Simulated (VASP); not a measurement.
# Te6Mo3H (a cell with a defect) in VASP: further runs, part 2 of 2

VASP 6.6.1. The steps go on from the part before.

### 4 Single point, PBEsol+D3(BJ)

Input file INCAR:

```
  PREC = Accurate
  ENCUT = 400
  EDIFF = 1E-6
  ISMEAR = 0
  SIGMA = 0.05
  LREAL = False
  LASPH = True
  NELM = 120
  ALGO = Normal
  ISIF = 2
  LWAVE = False
  LCHARG = False
  GGA = PS
  IVDW = 12
  NBANDS = 50
  GGA_COMPAT = False
```

Input file KPOINTS:

```
Automatic mesh
0
Gamma
  9 9 2
```

Input file POSCAR:

```
Te6Mo3H
1.0
    3.4334342720      0.0000000000      0.0000000000
   -1.7167171360      2.9734413017      0.0000000000
    0.0000000000      0.0000000000     20.7704294686
Te Mo H
6 3 1
Direct
    0.0000000000      0.0000000000      0.9125759363
    0.3333333333      0.6666666667      0.5917818730
    0.3333333333      0.6666666667      0.2333053354
    0.3333333333      0.6666666667      0.7666946646
    0.3333333333      0.6666666667      0.4082181270
    0.0000000000      0.0000000000      0.0874240637
    0.0000000000      0.0000000000      0.6791511892
    0.0000000000      0.0000000000      0.3208488108
    0.3333333333      0.6666666667      0.0000000000
   -0.1356431633      0.0571784183      0.5856769680
```

Potentials or basis: VASP PAW PBE potentials, release 64 (Te, Mo_sv, H).

Launch:

```console
> cat potpaw_PBE.64/Te/POTCAR potpaw_PBE.64/Mo_sv/POTCAR potpaw_PBE.64/H/POTCAR > POTCAR
> mpirun -np 1 vasp_std > vasp.out
```

OUTCAR:

```text
PREC = Accurate
   ENCUT = 400
   EDIFF = 1E-6
   ISMEAR = 0
   LREAL = False
   LASPH = True
   NELM = 120
   ISIF = 2
   GGA = PS
   IVDW = 12
 IVDW          = 12

 ion  position               nearest neighbor table
   1  0.000  0.000  0.913-   9 2.69   9 2.69   9 2.69   4 3.62   4 3.62   4 3.62   6 3.63
   2  0.333  0.667  0.592-  10 1.64  10 1.90   7 2.69   7 2.69   7 2.69   4 3.63
   3  0.333  0.667  0.233-   8 2.69   8 2.69   8 2.69   6 3.62   6 3.62   6 3.62   5 3.63
   4  0.333  0.667  0.767-   7 2.69   7 2.69   7 2.69   1 3.62   1 3.62   1 3.62   2 3.63
   5  0.333  0.667  0.408-   8 2.69   8 2.69   8 2.69   3 3.63
   6  0.000  0.000  0.087-   9 2.69   9 2.69   9 2.69   3 3.62   3 3.62   3 3.62   1 3.63
   7  0.000  0.000  0.679-  10 2.03   2 2.69   2 2.69   2 2.69   4 2.69   4 2.69   4 2.69
   8  0.000  0.000  0.321-   5 2.69   5 2.69   5 2.69   3 2.69   3 2.69   3 2.69
   9  0.333  0.667  0.000-   1 2.69   6 2.69   1 2.69   6 2.69   1 2.69   6 2.69
  10  0.864  0.057  0.586-   2 1.64   2 1.90   7 2.03

  LATTYP: Found a hexagonal cell.
[... 208 lines left out ...]
      1     -51.9207      2.00000
      2     -51.5700      2.00000
      3     -51.5438      2.00000
      4     -26.3032      2.00000
      5     -25.9671      2.00000
      6     -25.9446      2.00000
[... 1261 lines left out ...]
     49      12.0723      0.00000
     50      12.2527      0.00000

 [... further k-points ...]

------------------------ aborting loop because EDIFF is reached ----------------------------------------

 Edisp (eV)   -5.03289

 E8    (eV) :    -3.4257

  FORCE on cell =-STRESS in cart. coord.  units (eV):
  Direction    XX          YY          ZZ          XY          YZ          ZX
  --------------------------------------------------------------------------------------
  -------------------------------------------------------------------------------------
  Total       4.41783     6.31986     2.78400     3.46624    -0.45495     0.94705
  in kB      33.37999    47.75124    21.03516    26.19002    -3.43747     7.15564
  external pressure =       34.06 kB  Pullay stress =        0.00 kB

 VOLUME and BASIS-vectors are now :
 -----------------------------------------------------------------------------
  energy-cutoff  :      400.00
  volume of cell :      212.05
      direct lattice vectors                 reciprocal lattice vectors
     3.433434272  0.000000000  0.000000000     0.291253573  0.168155329  0.000000000
    -1.716717136  2.973441302  0.000000000     0.000000000  0.336310658  0.000000000
     0.000000000  0.000000000 20.770429469     0.000000000  0.000000000  0.048145369

 POSITION                                       TOTAL-FORCE (eV/Angst)
 -----------------------------------------------------------------------------------
      0.00000      0.00000     18.95459         0.007505     -0.004723     -0.037914
     -0.00000      1.98229     12.29156        -1.943870     -0.888649     -1.386538
     -0.00000      1.98229      4.84585        -0.000470      0.000764     -0.034282
     -0.00000      1.98229     15.92458        -0.021467     -0.008935      0.421908
     -0.00000      1.98229      8.47887         0.002274     -0.000195      0.098312
      0.00000      0.00000      1.81584         0.001011     -0.000909      0.044845
      0.00000      0.00000     14.10626         0.633738     -0.137334      0.873692
      0.00000      0.00000      6.66417         0.002116      0.001566      0.001857
     -0.00000      1.98229      0.00000         0.000519      0.001682      0.001384
      2.86955      0.17002     12.16476         1.318643      1.036734      0.016737
 -----------------------------------------------------------------------------------
    total drift:                                0.000092      0.000002      0.000265

  FREE ENERGIE OF THE ION-ELECTRON SYSTEM (eV)
  ---------------------------------------------------
  free  energy   TOTEN  =       -64.6291772747 eV

  energy  without entropy=      -64.6245153116  energy(sigma->0) =      -64.62684629
```

stdout:

```text
POSCAR found type information on POSCAR TeMoH
 POSCAR found :  3 types and      10 ions
 scaLAPACK will be used
 -----------------------------------------------------------------------------
|                                                                             |
|                                                                             |
|     You enforced a specific xc type in the INCAR file but a different       |
|     I HOPE YOU KNOW WHAT YOU ARE DOING!                                     |
|                                                                             |
 -----------------------------------------------------------------------------

 LDA part: xc-table for (Slater+PW92), standard interpolation
 POSCAR, INCAR and KPOINTS ok, starting setup
 FFT: planning ... GRIDC
 FFT: planning ... GRID_SOFT
 FFT: planning ... GRID
 WAVECAR not read
 entering main loop
```

Run time: 6.9 min. Hardware: 1 thread of Intel Xeon 6975P-C (Granite Rapids), shared host; peak memory 0.6 GiB.

What came out:

```yaml
Free_energy: -64.6292 eV
Pressure: 3.4 GPa
Largest_force: 2.548 eV/Å
Band_gap_on_the_k_mesh: zero (an odd number of electrons rules out a gap without spin polarisation)
Dispersion_energy_per_atom: -0.503 eV
```

Forces in eV/Å, atoms in the order of the input:
```
Te   0.008 -0.005 -0.038
Te  -1.944 -0.889 -1.387
Te   0.000  0.001 -0.034
Te  -0.021 -0.009  0.422
Te   0.002  0.000  0.098
Te   0.001 -0.001  0.045
Mo   0.634 -0.137  0.874
Mo   0.002  0.002  0.002
Mo   0.001  0.002  0.001
H    1.319  1.037  0.017
```

Caveat: the PAW data sets were made with another functional, which shifts forces and pressure a little; spin-orbit coupling is left out, which moves the levels of the heavy elements.

### 5 The runs side by side

```csv
cell,gap on the mesh (eV),pressure (GPa),largest force (eV/Å)
"as given, atomic positions A",none,2.1,3.12
"as given, atomic positions B",none,7.8,14.90
"as given, atomic positions C",none,3.4,2.55
```

Alike in all rows: task single point; level PBEsol+D3(BJ); potentials or basis VASP PAW PBE potentials, release 64 (Te, Mo_sv, H); no spin polarisation; k mesh 9 × 9 × 2; cutoff (eV) 400; smearing gaussian 0.05 eV.

Caveats: the PAW data sets were made with another functional, which shifts forces and pressure a little; spin-orbit coupling is left out, which moves the levels of the heavy elements; atoms lie so close that the PAW spheres overlap strongly, which falsifies energies and pressures (at least some runs).

Total energies depend on the potentials used, so only differences within one code and one set of settings carry meaning.
